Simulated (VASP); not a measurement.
# NaI in VASP: further runs

The runs below take NaI through single point, with PBEsol.

Everything below comes from runs of VASP 6.6.1. Logs are shortened: lines on timing, memory, paths and dates and some standing lists are left out, and cuts for length are marked.

## (1) The cell of the first run

It takes space group Fm-3m (No. 225, cubic). The conventional cell has a = 6.279 Å, b = 6.279 Å, c = 6.279 Å, α = 90.00°, β = 90.00°, γ = 90.00°. Na (site symmetry m-3m) has 6 I at 3.14 Å within 4.1 Å. Within 4.1 Å of I (site symmetry m-3m) lie 6 Na at 3.14 Å.

## (2) Single point, PBEsol (strain -0.030 along x and y, -0.030 along z)

File INCAR:

```
PREC = Accurate
ENCUT = 520
EDIFF = 1E-7
ISMEAR = 0
SIGMA = 0.05
LREAL = False
LASPH = True
NELM = 60
ALGO = Normal
ISIF = 2
LWAVE = False
LCHARG = False
GGA = PS
NBANDS = 14
```

File KPOINTS:

```
Automatic mesh
0
Gamma
  6 6 6
```

File POSCAR:

```
NaI
1.0
    0.0000000000      3.1393080000      3.1393080000
    3.1393080000      0.0000000000      3.1393080000
    3.1393080000      3.1393080000      0.0000000000
Na I
1 1
Direct
    0.0000000000      0.0000000000      0.0000000000
    0.5000000000      0.5000000000      0.5000000000
```

Potentials or basis: VASP PAW PBE potentials, release 64 (Na_pv, I).

Launch:

```console
$ cat potpaw_PBE.64/Na_pv/POTCAR potpaw_PBE.64/I/POTCAR > POTCAR
$ mpirun -np 1 vasp_std > vasp.out
```

OUTCAR:

```text
PREC = Accurate
   ENCUT = 520
   EDIFF = 1E-7
   ISMEAR = 0
   LREAL = False
   LASPH = True
   NELM = 60
   ISIF = 2
   GGA = PS

 ion  position               nearest neighbor table
   1  0.000  0.000  0.000-   2 3.14   2 3.14   2 3.14   2 3.14   2 3.14   2 3.14
   2  0.500  0.500  0.500-   1 3.14   1 3.14   1 3.14   1 3.14   1 3.14   1 3.14

  LATTYP: Found a face centered cubic cell.
 ALAT       =     6.2786160000

  Lattice vectors:

 A1 = (   0.0000000000,   3.1393080000,   3.1393080000)
 A2 = (   3.1393080000,   0.0000000000,   3.1393080000)
 A3 = (   3.1393080000,   3.1393080000,   0.0000000000)

Analysis of symmetry for initial positions (statically):
=====================================================================
 Subroutine PRICEL returns:
 Original cell was already a primitive cell.

 Routine SETGRP: Setting up the symmetry group for a
 face centered cubic supercell.

 Subroutine GETGRP returns: Found 48 space group operations
 (whereof 48 operations were pure point group operations)
 out of a pool of 48 trial point group operations.

The static configuration has the point symmetry O_h .

Analysis of symmetry for dynamics (positions and initial velocities):
=====================================================================
 Subroutine PRICEL returns:
 Original cell was already a primitive cell.

 Routine SETGRP: Setting up the symmetry group for a
 face centered cubic supercell.

 Subroutine GETGRP returns: Found 48 space group operations
 (whereof 48 operations were pure point group operations)
 out of a pool of 48 trial point group operations.

The dynamic configuration has the point symmetry O_h .

 Subroutine INISYM returns: Found 48 space group operations
 (whereof 48 operations are pure point group operations),
 and found     1 'primitive' translations

----------------------------------------------------------------------------------------

                                     Primitive cell

  volume of cell :      61.8774

  direct lattice vectors                    reciprocal lattice vectors
     0.000000000  3.139308000  3.139308000    -0.159270769  0.159270769  0.159270769
     3.139308000  0.000000000  3.139308000     0.159270769 -0.159270769  0.159270769
     3.139308000  3.139308000  0.000000000     0.159270769  0.159270769 -0.159270769

  length of vectors
     4.439651950  4.439651950  4.439651950     0.275865064  0.275865064  0.275865064

  position of ions in fractional coordinates (direct lattice)
     0.000000000  0.000000000  0.000000000
     0.500000000  0.500000000  0.500000000

  ion indices of the primitive-cell ions
   primitive index   ion index
                 1           1
                 2           2

----------------------------------------------------------------------------------------

 KPOINTS: Automatic mesh

Automatic generation of k-mesh.
 Grid dimensions read from file:
 generate k-points for:    6    6    6

 Generating k-lattice:

  Cartesian coordinates                     Fractional coordinates (reciprocal lattice)
    -0.026545128  0.026545128  0.026545128     0.166666667  0.000000000  0.000000000
     0.026545128 -0.026545128  0.026545128     0.000000000  0.166666667  0.000000000
     0.026545128  0.026545128 -0.026545128     0.000000000  0.000000000  0.166666667

  Length of vectors
     0.045977511  0.045977511  0.045977511

  Shift w.r.t. Gamma in fractional coordinates (k-lattice)
     0.000000000  0.000000000  0.000000000

 Subroutine IBZKPT returns following result:
 ===========================================

 Found     16 irreducible k-points:

 Following reciprocal coordinates:
            Coordinates               Weight
  0.000000  0.000000  0.000000      1.000000
  0.166667  0.000000  0.000000      8.000000
  0.333333  0.000000  0.000000      8.000000
  0.500000  0.000000  0.000000      4.000000
  0.166667  0.166667  0.000000      6.000000
  0.333333  0.166667  0.000000     24.000000
[... 8 lines left out ...]
 -0.333333  0.333333  0.166667     24.000000
 -0.333333  0.500000  0.166667     12.000000
   k-points           NKPTS =     16   k-points in BZ     NKDIM =     16   number of bands    NBANDS=     14
   number of dos      NEDOS =    301   number of ions     NIONS =      2
   total plane-waves  NPLWV =  46656
   dimension x,y,z NGX =    36 NGY =   36 NGZ =   36
   dimension x,y,z NGXF=    72 NGYF=   72 NGZF=   72
   ions per type =               1   1
   NGX,Y,Z   is equivalent  to a cutoff of  13.48, 13.48, 13.48 a.u.
   NGXF,Y,Z  is equivalent  to a cutoff of  26.96, 26.96, 26.96 a.u.
 SYSTEM =  unknown system
   PREC   = accura    normal or accurate (medium, high low for compatibility)
   ISTART =      0    job   : 0-new  1-cont  2-samecut
   ICHARG =      2    charge: 1-file 2-atom 10-const
   ISPIN  =      1    spin polarized calculation?
   LNONCOLLINEAR =      F non collinear calculations
   LSORBIT =      F    spin-orbit coupling
   LASPH  =      T    aspherical Exc in radial PAW
   ENCUT  =  520.0 eV  38.22 Ry    6.18 a.u.   8.25  8.25  8.25*2*pi/ulx,y,z
   NELM   =     60;   NELMIN=  2; NELMDL= -5     # of ELM steps
   EDIFF  = 0.1E-06   stopping-criterion for ELM
   LREAL  =      F    real-space projection
   EDIFFG = 0.1E-05   stopping-criterion for IOM
   NSW    =      0    number of steps for IOM
   IBRION =     -1    ionic relax: 0-MD 1-quasi-New 2-CG
   NFREE  =      0    steps in history (QN), initial steepest desc. (CG)
   ISIF   =      2    stress and relaxation
   ISYM   =      2    0-nonsym 1-usesym 2-fastsym
   POTIM  = 0.5000    time-step for ionic-motion
   TEBEG  =    0.0;   TEEND  =   0.0 temperature during run
   PSTRESS=    0.0 pullay stress
   NELECT =      14.0000    total number of electrons
   NUPDOWN=      -1.0000    fix difference up-down
   EMIN   =  10.00;   EMAX   =-10.00  energy-range for DOS
   EFERMI =   0.00;   METHOD = LEGACY
   ISMEAR =     0;   SIGMA  =   0.05  broadening in eV -4-tet -1-fermi 0-gaus
   EFERMI_NEDOS =   21; number of points for ismear=-14 and -15
   IALGO  =     38    algorithm
   IMIX   =      4    mixing-type and parameters
     AMIX     =   0.40;   BMIX     =  1.00
     AMIX_MAG =   1.60;   BMIX_MAG =  1.00
  volume/ion in A,a.u.               =      30.94       208.78
  Fermi-wavevector in a.u.,A,eV,Ry     =   0.997563  1.885120 13.539587  0.995132
  Thomas-Fermi vector in A             =   2.129727
   LORBIT       =      0    0 simple, 1 ext, 2 COOP (PROOUT), +10 PAW based schemes
   GGA     = PS    functional components
   LHFCALC =     F    Hartree Fock is set to
   AEXX    =    0.0000 exact exchange contribution
   IVDW    =     0    specifies the selected vdW correction
   LEPSILON=     F    determine dielectric tensor
   LRPA    =     F    only Hartree local field effects (RPA)
 non-spin polarized calculation
 Gauss-broadening in eV      SIGMA  =   0.05
  energy-cutoff  :      520.00
  volume of cell :       61.88
 maximum number of plane-waves:      1687
 NGX is ok and might be reduce to    36
   NGX = 17   NGY = 17   NGZ = 17

 number of electron      14.0000008 magnetization

 Free energy of the ion-electron system (eV)
  ---------------------------------------------------
  ext. energy  EPLUGINS =         0.00000000
  ---------------------------------------------------
  free energy    TOTEN  =        -5.65564011 eV

  energy without entropy =       -5.65564011  energy(sigma->0) =       -5.65564011

 E-fermi :   1.6962     XC(G=0):  -8.2231

 val. band max:        1.3895981068   @ k =   0.0000   0.0000   0.0000
 cond. band min:       5.1459881336   @ k =   0.0000   0.0000   0.0000
 fundamental gap:      3.7563900268
 Fermi energy:         1.6961707282

 k-point     1 :       0.0000    0.0000    0.0000
  band No.  band energies     occupation
      1     -20.7734      2.00000
      2     -20.7734      2.00000
      3     -20.7734      2.00000
      4      -9.9263      2.00000
      5       1.3896      2.00000
      6       1.3896      2.00000
      7       1.3896      2.00000
      8       5.1460      0.00000
      9       9.2230      0.00000
     10       9.2230      0.00000
     11       9.2230      0.00000
     12      11.2505      0.00000
     13      11.2505      0.00000
     14      11.6739      0.00000

 k-point     2 :       0.1667    0.0000    0.0000
  band No.  band energies     occupation
      1     -20.7757      2.00000
      2     -20.7736      2.00000
      3     -20.7736      2.00000
      4      -9.8298      2.00000
      5       0.5182      2.00000
      6       1.2956      2.00000
      7       1.2956      2.00000
      8       6.0126      0.00000
      9       8.7586      0.00000
     10       9.4590      0.00000
     11       9.4590      0.00000
     12      10.7216      0.00000
     13      10.7216      0.00000
     14      12.3941      0.00000

 k-point     3 :       0.3333    0.0000    0.0000
  band No.  band energies     occupation
      1     -20.7802      2.00000
      2     -20.7738      2.00000
      3     -20.7738      2.00000
      4      -9.6221      2.00000
      5      -0.6867      2.00000
      6       1.1221      2.00000
      7       1.1221      2.00000
      8       6.4445      0.00000
      9       9.0887      0.00000
     10       9.0887      0.00000
     11       9.7558      0.00000
     12      11.6736      0.00000
     13      11.7986      0.00000
     14      11.7986      0.00000

 k-point     4 :       0.5000    0.0000    0.0000
  band No.  band energies     occupation
      1     -20.7824      2.00000
      2     -20.7739      2.00000
      3     -20.7739      2.00000
      4      -9.5097      2.00000
      5      -1.1784      2.00000
      6       1.0415      2.00000
      7       1.0415      2.00000
      8       6.3491      0.00000
      9       8.8290      0.00000
     10       8.8290      0.00000
     11      10.7642      0.00000
     12      11.7565      0.00000
     13      14.0043      0.00000
     14      14.0043      0.00000

 k-point     5 :       0.1667    0.1667    0.0000
  band No.  band energies     occupation
      1     -20.7754      2.00000
      2     -20.7741      2.00000
      3     -20.7741      2.00000
      4      -9.7997      2.00000
      5       0.5254      2.00000
      6       1.1304      2.00000
      7       1.1304      2.00000
      8       6.3601      0.00000
      9       8.1122      0.00000
     10       9.4998      0.00000
     11       9.9461      0.00000
[... 140 lines left out ...]
 k-point    14 :       0.5000    0.3333    0.1667
  band No.  band energies     occupation
      1     -20.7795      2.00000
      2     -20.7764      2.00000
      3     -20.7748      2.00000
      4      -9.4978      2.00000
      5      -0.6009      2.00000
      6       0.2826      2.00000
      7       0.7694      2.00000
      8       7.4653      0.00000
      9       7.9888      0.00000
     10       8.4459      0.00000
     11      10.6661      0.00000
     12      11.6783      0.00000
     13      13.8123      0.00000
     14      14.7762      0.00000

 k-point    15 :      -0.3333    0.3333    0.1667
  band No.  band energies     occupation
      1     -20.7797      2.00000
      2     -20.7770      2.00000
      3     -20.7753      2.00000
      4      -9.4272      2.00000
      5      -0.6519      2.00000
      6      -0.0226      2.00000
      7       0.6057      2.00000
      8       7.5157      0.00000
      9       8.0233      0.00000
     10       9.3667      0.00000
     11      10.0404      0.00000
     12      12.0100      0.00000
     13      13.5540      0.00000
     14      14.7563      0.00000

 k-point    16 :      -0.3333    0.5000    0.1667
  band No.  band energies     occupation
      1     -20.7791      2.00000
      2     -20.7771      2.00000
      3     -20.7764      2.00000
      4      -9.4020      2.00000
      5      -0.6025      2.00000
      6       0.0600      2.00000
      7       0.3238      2.00000
      8       6.8442      0.00000
      9       7.7230      0.00000
     10      10.1163      0.00000
     11      10.2183      0.00000
     12      13.4324      0.00000
     13      14.2204      0.00000
     14      14.5088      0.00000

------------------------ aborting loop because EDIFF is reached ----------------------------------------

  FORCE on cell =-STRESS in cart. coord.  units (eV):
  Direction    XX          YY          ZZ          XY          YZ          ZX
  --------------------------------------------------------------------------------------
  -------------------------------------------------------------------------------------
  Total        0.4672083      0.4672083      0.4672083      0.0000000     -0.0000000      0.0000000
  in kB       12.0973249     12.0973249     12.0973249      0.0000000     -0.0000000      0.0000000
  external PRESSURE =      12.0973249 kB  Pullay stress =       0.0000000 kB

 VOLUME and BASIS-vectors are now :
 -----------------------------------------------------------------------------
  energy-cutoff  :      520.00
  volume of cell :       61.88
      direct lattice vectors                 reciprocal lattice vectors
     0.000000000  3.139308000  3.139308000    -0.159270769  0.159270769  0.159270769
     3.139308000  0.000000000  3.139308000     0.159270769 -0.159270769  0.159270769
     3.139308000  3.139308000  0.000000000     0.159270769  0.159270769 -0.159270769

 POSITION                                       TOTAL-FORCE (eV/Angst)
 -----------------------------------------------------------------------------------
      0.00000      0.00000      0.00000         0.000000      0.000000     -0.000000
      3.13931      3.13931      3.13931         0.000000      0.000000      0.000000
 -----------------------------------------------------------------------------------
    total drift:                                0.000000      0.000000      0.000000

  FREE ENERGIE OF THE ION-ELECTRON SYSTEM (eV)
  ---------------------------------------------------
  free  energy   TOTEN  =        -5.6556401127 eV

  energy  without entropy=       -5.6556401127  energy(sigma->0) =       -5.65564011
```

It took 20 s on 1 thread of Intel Xeon 6975P-C, shared host; peak memory 0.2 GiB.

Results:

```
Free energy            : -5.6556 eV
Pressure               : 1.2 GPa
Band gap on the k mesh : 3.76 eV, direct
```

Caveat: the cell differs from its parent crystal (strain -0.030 along x and y, -0.030 along z); the PAW data sets were made with another functional, which shifts forces and pressure a little; spin-orbit coupling is left out, which moves the levels of the heavy elements.

## (3) Single point, PBEsol (strain -0.015 along x and y, -0.015 along z)

File INCAR:

```
SYSTEM = NaI
ALGO = Normal
EDIFF = 1E-7
ENCUT = 520
GGA = PS
ISIF = 2
ISMEAR = 0
LASPH = .TRUE.
LCHARG = .FALSE.
LREAL = .FALSE.
LWAVE = .FALSE.
NBANDS = 14
NELM = 80
PREC = Accurate
SIGMA = 0.05
```

File KPOINTS:

```
k-points
0
G
  6 6 6
  0 0 0
```

File POSCAR:

```
NaI
1.0
    0.0000000000      3.1878540000      3.1878540000
    3.1878540000      0.0000000000      3.1878540000
    3.1878540000      3.1878540000      0.0000000000
Na I
1 1
Direct
    0.0000000000      0.0000000000      0.0000000000
    0.5000000000      0.5000000000      0.5000000000
```

Potentials or basis: VASP PAW PBE potentials, release 64 (Na_pv, I).

Launch:

```console
$ cat potpaw_PBE.64/Na_pv/POTCAR potpaw_PBE.64/I/POTCAR > POTCAR
$ mpirun -np 1 vasp_std > vasp.out
```

It took 24 s on 1 thread of Intel Xeon 6975P-C, shared host; peak memory 0.21 GiB.

It converged, with:

```yaml
Free_energy: -5.6688 eV
Pressure: 0.3 GPa
Band_gap_on_the_k_mesh: 3.62 eV, direct
```

Levels at points of the mesh, in eV from the valence-band top:
```
           k point  band 4  band 5  band 6  band 7  band 8  band 9  band 10  band 11
(0.00, 0.00, 0.00)  -11.18    0.00    0.00    0.00    3.62    7.84     7.84     7.84
(0.50, 0.00, 0.00)  -10.82   -2.39   -0.32   -0.32    4.95    7.41     7.41     9.03
(0.50, 0.50, 0.00)  -10.73   -2.09   -0.82   -0.82    4.47    5.34    10.01    11.47
```

Caveat: the cell differs from its parent crystal (strain -0.015 along x and y, -0.015 along z); the PAW data sets were made with another functional, which shifts forces and pressure a little; spin-orbit coupling is left out, which moves the levels of the heavy elements.

## (4) Single point, PBEsol (strain +0.015 along x and y, +0.015 along z)

File INCAR:

```
ALGO = Normal ; EDIFF = 1E-7
ENCUT = 520 ; GGA = PS
ISIF = 2 ; ISMEAR = 0
LASPH = True ; LCHARG = True
LELF = True ; LREAL = False
LVHAR = True ; LWAVE = False
NBANDS = 14 ; NELM = 60
PREC = Accurate ; SIGMA = 0.05
```

File KPOINTS:

```
k-points
0
Gamma
  6 6 6
```

File POSCAR:

```
NaI
1.0
    0.0000000000      3.2849460000      3.2849460000
    3.2849460000      0.0000000000      3.2849460000
    3.2849460000      3.2849460000      0.0000000000
Na I
1 1
Direct
    0.0000000000      0.0000000000      0.0000000000
    0.5000000000      0.5000000000      0.5000000000
```

Launch:

```console
$ cat potpaw_PBE.64/Na_pv/POTCAR potpaw_PBE.64/I/POTCAR > POTCAR
$ mpirun -np 1 vasp_std > vasp.out
```

Run time: 29 s. Hardware: 1 thread of Intel Xeon 6975P-C, shared host; peak memory 0.21 GiB.

Results (log left out):

| Item | Value |
| --- | --- |
| Free energy | -5.6516 eV |
| Pressure | -1.1 GPa |
| Band gap on the k mesh | 3.40 eV, direct |

Levels at points of the mesh, in eV from the valence-band top:
```
           k point  band 3  band 4  band 5  band 6  band 7  band 8  band 9  band 10  band 11  band 12
(0.00, 0.00, 0.00)  -22.30  -10.95    0.00    0.00    0.00    3.40    7.84     7.84     7.84     9.64
(0.50, 0.00, 0.00)  -22.30  -10.67   -2.06   -0.26   -0.26    4.94    7.33     7.34     8.38    10.04
(0.50, 0.50, 0.00)  -22.30  -10.60   -1.80   -0.70   -0.70    4.41    5.50     9.44    10.93    10.93
```

Caveat: the cell differs from its parent crystal (strain +0.015 along x and y, +0.015 along z); the PAW data sets were made with another functional, which shifts forces and pressure a little; spin-orbit coupling is left out, which moves the levels of the heavy elements.

(Part 1 of 2 ends here.)
